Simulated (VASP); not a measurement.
# Mg3CdS4 (P-4m2) in VASP: further runs

Runs on Mg3CdS4. Level: PBE. Tasks: single point.

Everything below comes from runs of VASP 6.6.1. Logs are shortened: lines on timing, memory, paths and dates and some standing lists are left out, and cuts for length are marked.

**1. The cell of the first run**

It takes space group P-4m2 (No. 115, tetragonal). Conventional cell: a = 3.913 Å, b = 3.913 Å, c = 11.067 Å, α = 90.00°, β = 90.00°, γ = 90.00°. Within 3.2 Å of Mg (site symmetry 2mm) lie 4 S at 2.40 Å. Mg (site symmetry -4m2) has 4 S at 2.40 Å within 3.2 Å. Cd (site symmetry -4m2) has 4 S at 2.40 Å within 3.2 Å. S (site symmetry 2mm) has 2 Mg at 2.40 Å and 2 Cd at 2.40 Å within 3.2 Å. Within 3.2 Å of S (site symmetry 2mm) lie 4 Mg at 2.40 Å.

**2. Single point, PBE**

The input, INCAR:

```
SYSTEM = Mg3CdS4
  PREC = Accurate
  ENCUT = 600
  EDIFF = 1E-6
  ISMEAR = 0
  SIGMA = 0.1
  LREAL = .FALSE.
  LASPH = .TRUE.
  NELM = 120
  ALGO = Normal
  ISIF = 2
  LWAVE = .FALSE.
  LCHARG = .TRUE.
  GGA = PE
  LELF = .TRUE.
  LVHAR = .TRUE.
  NBANDS = 31
  GGA_COMPAT = .FALSE.
```

The input, KPOINTS:

```
regular mesh
0
G
  4 4 2
  0 0 0
```

The input, POSCAR:

```
Mg3CdS4
1.0
    3.9127152900      0.0000000000      0.0000000000
    0.0000000000      3.9127152900      0.0000000000
    0.0000000000      0.0000000000     11.0668300600
Mg Cd S
3 1 4
Direct
    0.0000000000      0.0000000000      0.7500000000
    0.0000000000      0.0000000000      0.2500000000
    0.5000000000      0.5000000000      0.5000000000
    0.5000000000      0.5000000000      0.0000000000
    0.5000000000      0.0000000000      0.1250000000
    0.0000000000      0.5000000000      0.3750000000
    0.5000000000      0.0000000000      0.6250000000
    0.0000000000      0.5000000000      0.8750000000
```

Potentials or basis: VASP PAW PBE potentials, release 64 (Mg, Cd, S).

On the command line:

```sh
$ cat potpaw_PBE.64/Mg/POTCAR potpaw_PBE.64/Cd/POTCAR potpaw_PBE.64/S/POTCAR > POTCAR
$ mpirun -np 1 vasp_std > vasp.out
```

OUTCAR:

```text
SYSTEM = Mg3CdS4
   PREC = Accurate
   ENCUT = 600
   EDIFF = 1E-6
   ISMEAR = 0
   LREAL = .FALSE.
   LASPH = .TRUE.
   NELM = 120
   ISIF = 2
   GGA = PE

 ion  position               nearest neighbor table
   1  0.000  0.000  0.750-   7 2.40   8 2.40   8 2.40   7 2.40
   2  0.000  0.000  0.250-   5 2.40   6 2.40   6 2.40   5 2.40
   3  0.500  0.500  0.500-   6 2.40   7 2.40   7 2.40   6 2.40
   4  0.500  0.500  0.000-   5 2.40   8 2.40   5 2.40   8 2.40
   5  0.500  0.000  0.125-   2 2.40   4 2.40   4 2.40   2 2.40
   6  0.000  0.500  0.375-   2 2.40   3 2.40   2 2.40   3 2.40
   7  0.500  0.000  0.625-   1 2.40   3 2.40   3 2.40   1 2.40
   8  0.000  0.500  0.875-   1 2.40   4 2.40   1 2.40   4 2.40

  LATTYP: Found a simple tetragonal cell.
 ALAT       =     3.9127152900
 C/A-ratio  =     2.8284271253

  Lattice vectors:

 A1 = (   3.9127152900,   0.0000000000,   0.0000000000)
 A2 = (   0.0000000000,   3.9127152900,   0.0000000000)
 A3 = (   0.0000000000,   0.0000000000,  11.0668300600)

Analysis of symmetry for initial positions (statically):
=====================================================================
 Subroutine PRICEL returns:
 Original cell was already a primitive cell.

 Routine SETGRP: Setting up the symmetry group for a
 simple tetragonal supercell.

 Subroutine GETGRP returns: Found  8 space group operations
 (whereof  8 operations were pure point group operations)
 out of a pool of 16 trial point group operations.

The static configuration has the point symmetry D_2d.

Analysis of symmetry for dynamics (positions and initial velocities):
=====================================================================
 Subroutine PRICEL returns:
 Original cell was already a primitive cell.

 Routine SETGRP: Setting up the symmetry group for a
 simple tetragonal supercell.

 Subroutine GETGRP returns: Found  8 space group operations
 (whereof  8 operations were pure point group operations)
 out of a pool of 16 trial point group operations.

The dynamic configuration has the point symmetry D_2d.

 Subroutine INISYM returns: Found  8 space group operations
 (whereof  8 operations are pure point group operations),
 and found     1 'primitive' translations

----------------------------------------------------------------------------------------

                                     Primitive cell

  volume of cell :     169.4259

  direct lattice vectors                    reciprocal lattice vectors
     3.912715290  0.000000000  0.000000000     0.255576991  0.000000000  0.000000000
     0.000000000  3.912715290  0.000000000     0.000000000  0.255576991  0.000000000
     0.000000000  0.000000000 11.066830060     0.000000000  0.000000000  0.090360112

  length of vectors
     3.912715290  3.912715290 11.066830060     0.255576991  0.255576991  0.090360112

  position of ions in fractional coordinates (direct lattice)
     0.000000000  0.000000000  0.750000000
     0.000000000  0.000000000  0.250000000
     0.500000000  0.500000000  0.500000000
     0.500000000  0.500000000  0.000000000
     0.500000000  0.000000000  0.125000000
     0.000000000  0.500000000  0.375000000
     0.500000000  0.000000000  0.625000000
     0.000000000  0.500000000  0.875000000

  ion indices of the primitive-cell ions
   primitive index   ion index
                 1           1
                 2           2
                 3           3
                 4           4
                 5           5
                 6           6
                 7           7
                 8           8

----------------------------------------------------------------------------------------

 KPOINTS: regular mesh

Automatic generation of k-mesh.
 Grid dimensions read from file:
 generate k-points for:    4    4    2

 Generating k-lattice:

  Cartesian coordinates                     Fractional coordinates (reciprocal lattice)
     0.063894248  0.000000000  0.000000000     0.250000000  0.000000000  0.000000000
     0.000000000  0.063894248  0.000000000     0.000000000  0.250000000  0.000000000
     0.000000000  0.000000000  0.045180056     0.000000000  0.000000000  0.500000000

  Length of vectors
     0.063894248  0.063894248  0.045180056

  Shift w.r.t. Gamma in fractional coordinates (k-lattice)
     0.000000000  0.000000000  0.000000000

 Subroutine IBZKPT returns following result:
 ===========================================

 Found     12 irreducible k-points:

 Following reciprocal coordinates:
            Coordinates               Weight
  0.000000  0.000000  0.000000      1.000000
  0.250000  0.000000  0.000000      4.000000
  0.500000  0.000000  0.000000      2.000000
  0.250000  0.250000  0.000000      4.000000
  0.500000  0.250000  0.000000      4.000000
  0.500000  0.500000  0.000000      1.000000
  0.000000  0.000000  0.500000      1.000000
  0.250000  0.000000  0.500000      4.000000
  0.500000  0.000000  0.500000      2.000000
  0.250000  0.250000  0.500000      4.000000
  0.500000  0.250000  0.500000      4.000000
  0.500000  0.500000  0.500000      1.000000
   k-points           NKPTS =     12   k-points in BZ     NKDIM =     12   number of bands    NBANDS=     31
   number of dos      NEDOS =    301   number of ions     NIONS =      8
   total plane-waves  NPLWV =  92160
   dimension x,y,z NGX =    32 NGY =   32 NGZ =   90
   dimension x,y,z NGXF=    64 NGYF=   64 NGZF=  180
   ions per type =               3   1   4
   NGX,Y,Z   is equivalent  to a cutoff of  13.60, 13.60, 13.52 a.u.
   NGXF,Y,Z  is equivalent  to a cutoff of  27.19, 27.19, 27.04 a.u.
 SYSTEM =  Mg3CdS4
   PREC   = accura    normal or accurate (medium, high low for compatibility)
   ISTART =      0    job   : 0-new  1-cont  2-samecut
   ICHARG =      2    charge: 1-file 2-atom 10-const
   ISPIN  =      1    spin polarized calculation?
   LNONCOLLINEAR =      F non collinear calculations
   LSORBIT =      F    spin-orbit coupling
   LASPH  =      T    aspherical Exc in radial PAW
   ENCUT  =  600.0 eV  44.10 Ry    6.64 a.u.   7.81  7.81 22.10*2*pi/ulx,y,z
   NELM   =    120;   NELMIN=  2; NELMDL= -5     # of ELM steps
   EDIFF  = 0.1E-05   stopping-criterion for ELM
   LREAL  =      F    real-space projection
   EDIFFG = 0.1E-04   stopping-criterion for IOM
   NSW    =      0    number of steps for IOM
   IBRION =     -1    ionic relax: 0-MD 1-quasi-New 2-CG
   NFREE  =      0    steps in history (QN), initial steepest desc. (CG)
   ISIF   =      2    stress and relaxation
   ISYM   =      2    0-nonsym 1-usesym 2-fastsym
   POTIM  = 0.5000    time-step for ionic-motion
   TEBEG  =    0.0;   TEEND  =   0.0 temperature during run
   PSTRESS=    0.0 pullay stress
   NELECT =      42.0000    total number of electrons
   NUPDOWN=      -1.0000    fix difference up-down
   EMIN   =  10.00;   EMAX   =-10.00  energy-range for DOS
   EFERMI =   0.00;   METHOD = LEGACY
   ISMEAR =     0;   SIGMA  =   0.10  broadening in eV -4-tet -1-fermi 0-gaus
   EFERMI_NEDOS =   21; number of points for ismear=-14 and -15
   IALGO  =     38    algorithm
   IMIX   =      4    mixing-type and parameters
     AMIX     =   0.40;   BMIX     =  1.00
     AMIX_MAG =   1.60;   BMIX_MAG =  1.00
  volume/ion in A,a.u.               =      21.18       142.92
  Fermi-wavevector in a.u.,A,eV,Ry     =   1.028406  1.943406 14.389784  1.057619
  Thomas-Fermi vector in A             =   2.162401
   LORBIT       =      0    0 simple, 1 ext, 2 COOP (PROOUT), +10 PAW based schemes
   GGA     = PE    functional components
   LHFCALC =     F    Hartree Fock is set to
   AEXX    =    0.0000 exact exchange contribution
   IVDW    =     0    specifies the selected vdW correction
   LEPSILON=     F    determine dielectric tensor
   LRPA    =     F    only Hartree local field effects (RPA)
 non-spin polarized calculation
 Gauss-broadening in eV      SIGMA  =   0.10
  energy-cutoff  :      600.00
  volume of cell :      169.43
 maximum number of plane-waves:      5704
 NGX is ok and might be reduce to    32
   NGX = 15   NGY = 15   NGZ = 45

 number of electron      42.0000002 magnetization

 Free energy of the ion-electron system (eV)
  ---------------------------------------------------
  ext. energy  EPLUGINS =         0.00000000
  ---------------------------------------------------
  free energy    TOTEN  =       -30.88980853 eV

  energy without entropy =      -30.88980853  energy(sigma->0) =      -30.88980853

 E-fermi :   2.4998     XC(G=0):  -8.9699

 val. band max:        2.0318526553   @ k =   0.0000   0.0000   0.0000
 cond. band min:       5.0120912253   @ k =   0.0000   0.0000   0.0000
 fundamental gap:      2.9802385701
 Fermi energy:         2.4998019679

 k-point     1 :       0.0000    0.0000    0.0000
  band No.  band energies     occupation
      1     -10.2370      2.00000
      2      -9.8095      2.00000
      3      -9.6406      2.00000
      4      -9.1168      2.00000
      5      -5.4776      2.00000
      6      -5.4776      2.00000
[... 23 lines left out ...]
     30       9.5375      0.00000
     31       9.5562      0.00000

 k-point     2 :       0.2500    0.0000    0.0000
  band No.  band energies     occupation
      1     -10.0196      2.00000
      2      -9.7131      2.00000
      3      -9.4790      2.00000
      4      -9.0972      2.00000
      5      -5.4621      2.00000
      6      -5.4236      2.00000
[... 23 lines left out ...]
     30       9.6227      0.00000
     31       9.8728      0.00000

 k-point     3 :       0.5000    0.0000    0.0000
  band No.  band energies     occupation
      1      -9.7037      2.00000
      2      -9.6756      2.00000
      3      -9.2025      2.00000
      4      -9.2023      2.00000
      5      -5.4460      2.00000
      6      -5.3073      2.00000
[... 295 lines left out ...]
     30      10.1034      0.00000
     31      10.3933      0.00000

 k-point    12 :       0.5000    0.5000    0.5000
  band No.  band energies     occupation
      1      -9.4738      2.00000
      2      -9.4738      2.00000
      3      -8.9291      2.00000
      4      -8.9291      2.00000
      5      -5.2902      2.00000
      6      -5.2021      2.00000
[... 23 lines left out ...]
     30      11.5473      0.00000
     31      11.9761      0.00000

------------------------ aborting loop because EDIFF is reached ----------------------------------------

  FORCE on cell =-STRESS in cart. coord.  units (eV):
  Direction    XX          YY          ZZ          XY          YZ          ZX
  --------------------------------------------------------------------------------------
  -------------------------------------------------------------------------------------
  Total        9.3989264      9.3989264      9.0924302      0.0000000      0.0000000      0.0000000
  in kB       88.8810335     88.8810335     85.9826497      0.0000000      0.0000000      0.0000000
  external PRESSURE =      87.9149056 kB  Pullay stress =       0.0000000 kB

 VOLUME and BASIS-vectors are now :
 -----------------------------------------------------------------------------
  energy-cutoff  :      600.00
  volume of cell :      169.43
      direct lattice vectors                 reciprocal lattice vectors
     3.912715290  0.000000000  0.000000000     0.255576991  0.000000000  0.000000000
     0.000000000  3.912715290  0.000000000     0.000000000  0.255576991  0.000000000
     0.000000000  0.000000000 11.066830060     0.000000000  0.000000000  0.090360112

 POSITION                                       TOTAL-FORCE (eV/Angst)
 -----------------------------------------------------------------------------------
      0.00000      0.00000      8.30012        -0.000000     -0.000000      0.009096
      0.00000      0.00000      2.76671        -0.000000     -0.000000     -0.009096
      1.95636      1.95636      5.53342         0.000000     -0.000000      0.000000
      1.95636      1.95636      0.00000        -0.000000      0.000000      0.000000
      1.95636      0.00000      1.38335        -0.000000     -0.000000      1.206397
      0.00000      1.95636      4.15006        -0.000000     -0.000000     -0.009480
      1.95636      0.00000      6.91677        -0.000000     -0.000000      0.009480
      0.00000      1.95636      9.68348        -0.000000     -0.000000     -1.206397
 -----------------------------------------------------------------------------------
    total drift:                                0.000000     -0.000000     -0.000000

  FREE ENERGIE OF THE ION-ELECTRON SYSTEM (eV)
  ---------------------------------------------------
  free  energy   TOTEN  =       -30.8898085344 eV

  energy  without entropy=      -30.8898085344  energy(sigma->0) =      -30.88980853
```

It took 2.2 min on 1 thread of Intel Xeon 8259CL, shared host; peak memory 0.32 GiB.

Results:

```
Free energy            : -30.8898 eV
Pressure               : 8.8 GPa
Largest force          : 1.206 eV/Å
Band gap on the k mesh : 2.98 eV
```

Forces on the atoms (eV/Å):
```
Mg   0.000  0.000  0.009
Mg   0.000  0.000 -0.009
Mg   0.000  0.000  0.000
Cd   0.000  0.000  0.000
S    0.000  0.000  1.206
S    0.000  0.000 -0.009
S    0.000  0.000  0.009
S    0.000  0.000 -1.206
```

Caveat: the cell stands under pressure; forces of over 1 eV/Å act on the atoms, so gaps and moduli don't describe the material at rest. A k mesh can miss the band edges.

**3. Single point, PBE**

This run uses another cell than the first one, of 23.70 Å³/atom.

The input, INCAR:

```
PREC = Accurate
ENCUT = 600
EDIFF = 1E-6
ISMEAR = 0
SIGMA = 0.1
LREAL = F
LASPH = T
NELM = 120
ALGO = Normal
ISIF = 2
LWAVE = F
LCHARG = F
GGA = PE
NBANDS = 31
GGA_COMPAT = F
```

The input, KPOINTS:

```
regular mesh
0
Gamma
  4 4 2
```

The input, POSCAR:

```
Mg3CdS4
1.0
    4.0730403131      0.0000000000      0.0000000000
    0.0000000000      4.0730403131      0.0000000000
    0.0000000000      0.0000000000     11.4289353462
Mg Cd S
3 1 4
Direct
    0.0000000000      0.0000000000      0.7445683550
    0.0000000000      0.0000000000      0.2554316450
    0.5000000000      0.5000000000      0.5000000000
    0.5000000000      0.5000000000      0.0000000000
    0.5000000000      0.0000000000      0.1344365858
    0.0000000000      0.5000000000      0.3777184706
    0.5000000000      0.0000000000      0.6222815294
    0.0000000000      0.5000000000      0.8655634142
```

Potentials or basis: VASP PAW PBE potentials, release 64 (Mg, Cd, S).

On the command line:

```sh
$ cat potpaw_PBE.64/Mg/POTCAR potpaw_PBE.64/Cd/POTCAR potpaw_PBE.64/S/POTCAR > POTCAR
$ mpirun -np 1 vasp_std > vasp.out
```

Wall time 3 min (1 thread of Intel Xeon 8259CL, shared host); peak memory 0.38 GiB.

The run converged. Its results:

```
Free energy            : -31.5296 eV
Pressure               : 0.3 GPa
Largest force          : 0.064 eV/Å
Band gap on the k mesh : 2.55 eV
```

Forces on the atoms (eV/Å):
```
Mg   0.000  0.000 -0.007
Mg   0.000  0.000  0.007
Mg   0.000  0.000  0.000
Cd   0.000  0.000  0.000
S    0.000  0.000  0.064
S    0.000  0.000  0.000
S    0.000  0.000  0.000
S    0.000  0.000 -0.064
```

Levels at points of the mesh, in eV from the valence-band top:
```csv
k point,band 19,band 20,band 21,band 22,band 23,band 24
"(0.00, 0.00, 0.00)",-0.13,0.00,0.00,2.55,3.77,4.67
"(0.50, 0.00, 0.00)",-0.56,-0.45,-0.21,3.87,4.67,5.69
"(0.50, 0.50, 0.00)",-1.28,-1.28,-1.27,3.71,3.71,4.54
"(0.00, 0.00, 0.50)",-0.52,-0.07,-0.07,3.19,3.81,4.04
"(0.50, 0.00, 0.50)",-0.70,-0.65,-0.21,4.11,5.18,5.25
"(0.50, 0.50, 0.50)",-1.44,-1.42,-1.42,4.29,4.29,4.54
```

**4. Single point, PBE**

This run uses another cell than the first one, of 23.81 Å³/atom.

The input, INCAR:

```
PREC = Accurate
ENCUT = 600
EDIFF = 1E-6
ISMEAR = 0
SIGMA = 0.02
LREAL = False
LASPH = True
NELM = 120
ALGO = Normal
ISIF = 2
LWAVE = False
LCHARG = False
GGA = PE
NBANDS = 31
GGA_COMPAT = False
```

The input, KPOINTS:

```
regular mesh
0
Gamma
  6 6 2
```

The input, POSCAR:

```
Mg3CdS4
1.0
    4.0769351230      0.0000000000      0.0000000000
    0.0000000000      4.0769351230      0.0000000000
    0.0000000000      0.0000000000     11.4599552383
Mg Cd S
3 1 4
Direct
    0.0000000000      0.0000000000      0.7444175157
    0.0000000000      0.0000000000      0.2555824843
    0.5000000000      0.5000000000      0.5000000000
    0.5000000000      0.5000000000      0.0000000000
    0.5000000000      0.0000000000      0.1345312479
    0.0000000000      0.5000000000      0.3777970514
    0.5000000000      0.0000000000      0.6222029486
    0.0000000000      0.5000000000      0.8654687521
```

On the command line:

```sh
$ cat potpaw_PBE.64/Mg/POTCAR potpaw_PBE.64/Cd/POTCAR potpaw_PBE.64/S/POTCAR > POTCAR
$ mpirun -np 1 vasp_std > vasp.out
```

It took 4.7 min on 1 thread of Intel Xeon 8259CL, shared host; peak memory 0.42 GiB.

Results (log left out):

| Item | Value |
| --- | --- |
| Free energy | -31.5519 eV |
| Pressure | 0.0 GPa |
| Largest force | 0.046 eV/Å |
| Band gap on the k mesh | 2.53 eV |

Forces on the atoms (eV/Å):
```
Mg   0.000  0.000 -0.002
Mg   0.000  0.000  0.002
Mg   0.000  0.000  0.000
Cd   0.000  0.000  0.000
S    0.000  0.000  0.046
S    0.000  0.000  0.000
S    0.000  0.000  0.000
S    0.000  0.000 -0.046
```

Levels at points of the mesh, in eV from the valence-band top:
```csv
k point,band 18,band 19,band 20,band 21,band 22,band 23,band 24,band 25
"(0.00, 0.00, 0.00)",-0.72,-0.13,0.00,0.00,2.53,3.78,4.65,4.70
"(0.50, 0.00, 0.00)",-0.64,-0.56,-0.45,-0.20,3.86,4.66,5.67,5.89
"(0.50, 0.50, 0.00)",-1.32,-1.28,-1.28,-1.27,3.71,3.71,4.53,5.46
"(0.00, 0.00, 0.50)",-0.51,-0.51,-0.07,-0.07,3.17,3.79,4.04,4.35
"(0.50, 0.00, 0.50)",-0.70,-0.69,-0.65,-0.20,4.09,5.16,5.23,5.27
"(0.50, 0.50, 0.50)",-1.48,-1.44,-1.41,-1.41,4.28,4.28,4.54,4.54
```

(Continued in part 2 of 2.)
